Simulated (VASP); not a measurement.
Here is a VASP 6.6.1 calculation.

Contents of INCAR:

```
SYSTEM = NbN
  PREC = Accurate
  ENCUT = 520
  EDIFF = 1E-6
  ISMEAR = 0
  SIGMA = 0.1
  LREAL = .FALSE.
  LASPH = .TRUE.
  NELM = 120
  ALGO = Normal
  ISIF = 2
  LWAVE = .FALSE.
  LCHARG = .FALSE.
  LDIPOL = .TRUE.
  IDIPOL = 3
  DIPOL = 0.5 0.5 0.450
  GGA = PE
  IVDW = 12
  NBANDS = 126
  GGA_COMPAT = .FALSE.
  NELMDL = -8
```

Contents of KPOINTS:

```
Automatic mesh
0
G
  4 4 1
  0 0 0
```

POSCAR

```
NbN
1.0
    6.2011598397      0.0000000000      0.0000000000
   -3.1005799199      5.3703619541      0.0000000000
    0.0000000000      0.0000000000     24.7346322587
Nb N
12 12
Direct
    0.1666666667      0.3333333333      0.3234331489
    0.1666666667      0.8333333333      0.3234331489
    0.6666666667      0.3333333333      0.3234331489
    0.6666666667      0.8333333333      0.3234331489
    0.5000000000      0.5000000000      0.4257840907
    0.5000000000      0.0000000000      0.4257840907
    0.0000000000      0.5000000000      0.4257840907
    0.0000000000      0.0000000000      0.4257840907
    0.8256040209      0.6510871146      0.5237825013
    0.8280696927      0.1558297076      0.5417401871
    0.3255985721      0.6507084989      0.5241789125
    0.3283358081      0.1562479505      0.5419212705
    0.3333333333      0.1666666667      0.3746086198
    0.3333333333      0.6666666667      0.3746086198
    0.8333333333      0.1666666667      0.3746086198
    0.8333333333      0.6666666667      0.3746086198
    0.6565182889      0.3131271047      0.4764740895
    0.6757920639      0.8520507563      0.4764057299
    0.1568445312      0.3134940175      0.4765034408
    0.1763562744      0.8519956400      0.4764132571
   -0.0027274250      0.4941814339      0.5675301432
   -0.0048911312     -0.0099474766      0.5719222055
    0.4972266559      0.4944619152      0.5677486354
    0.4951693241     -0.0100974870      0.5719737213
```

Potentials or basis: VASP PAW PBE potentials, release 64 (Nb_sv, N).

Launch:

```console
$ cat potpaw_PBE.64/Nb_sv/POTCAR potpaw_PBE.64/N/POTCAR > POTCAR
$ mpirun -np 1 vasp_std > vasp.out
```

Question: What does it give for the band gap on the k mesh?

Answer: Zero (bands 108 and 109 overlap by 0.14 eV).

Question: Predict the dispersion energy per atom.

Answer: -0.356 eV.

Question: Estimate the largest force.

Answer: 1.292 eV/Å.

Forces in eV/Å, atoms in the order of the input:
```
Nb  -0.002 -0.166  0.544
Nb   0.000 -0.162  0.893
Nb   0.003 -0.158  0.556
Nb   0.001 -0.161  0.899
Nb   0.025  0.568  0.750
Nb   0.006 -0.207  0.147
Nb  -0.025  0.556  0.740
Nb  -0.005 -0.226  0.162
Nb  -0.003 -0.016  0.021
Nb   0.002  0.013 -0.015
Nb   0.002 -0.013  0.019
Nb  -0.001 -0.004 -0.021
N    0.003 -0.127 -1.019
N   -0.002  0.110 -1.272
N   -0.002 -0.125 -1.027
N    0.002  0.105 -1.287
N   -0.003  0.011 -0.013
N    0.000 -0.011 -0.010
N    0.002  0.010 -0.013
N   -0.001 -0.008 -0.009
N   -0.001  0.003 -0.004
N    0.008  0.009 -0.003
N    0.001 -0.007 -0.035
N   -0.010  0.008 -0.002
```
